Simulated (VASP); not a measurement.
A run of VASP 6.6.1 is set up as follows.

INCAR

```
SYSTEM = Ti2O
  PREC = Accurate
  ENCUT = 520
  EDIFF = 1E-7
  ISMEAR = 0
  SIGMA = 0.1
  LREAL = .FALSE.
  LASPH = .TRUE.
  NELM = 80
  ALGO = Normal
  ISIF = 2
  LWAVE = .FALSE.
  LCHARG = .TRUE.
  LELF = .TRUE.
  LVHAR = .TRUE.
  NBANDS = 55
  LUSENCCL = .FALSE.
```

Contents of KPOINTS:

```
Automatic mesh
0
G
  8 12 6
  0 0 0
```

POSCAR

```
Ti2O
1.0
    4.6495507535      0.0000000000      0.0000000000
    0.0000000000      2.9377132700      0.0000000000
   -0.2846966688      0.0000000000      8.1981922294
Ti O
6 3
Direct
    0.7357996600      0.5000000000      0.0845366700
    0.2531941700      0.5000000000      0.5722185600
    0.2642003400      0.5000000000      0.9154633300
    0.7468058300      0.5000000000      0.4277814400
    0.7458195100      0.0000000000      0.7567486200
    0.2541804900      0.0000000000      0.2432513800
    0.7085726000      0.0000000000      0.2579515100
    0.2914274000      0.0000000000      0.7420484900
    0.0000000000      0.0000000000      0.0000000000
```

Potentials or basis: VASP PAW LDA potentials, release 64 (Ti_sv, O).

Launch:

```console
$ cat potpaw_LDA.64/Ti_sv/POTCAR potpaw_LDA.64/O/POTCAR > POTCAR
$ mpirun -np 1 vasp_std > vasp.out
```

Predict the pressure.

-9.8 GPa.

Predict the largest force.

0.382 eV/Å.

Predict the band gap on the k mesh.

zero (bands 45 and 46 overlap by 0.61 eV).

Stress tensor (GPa, compression positive):
```
-9.53  0.00 -0.06
 0.00 -9.82  0.00
-0.06  0.00 -9.99
```

Caveat: the cell stands under tension.
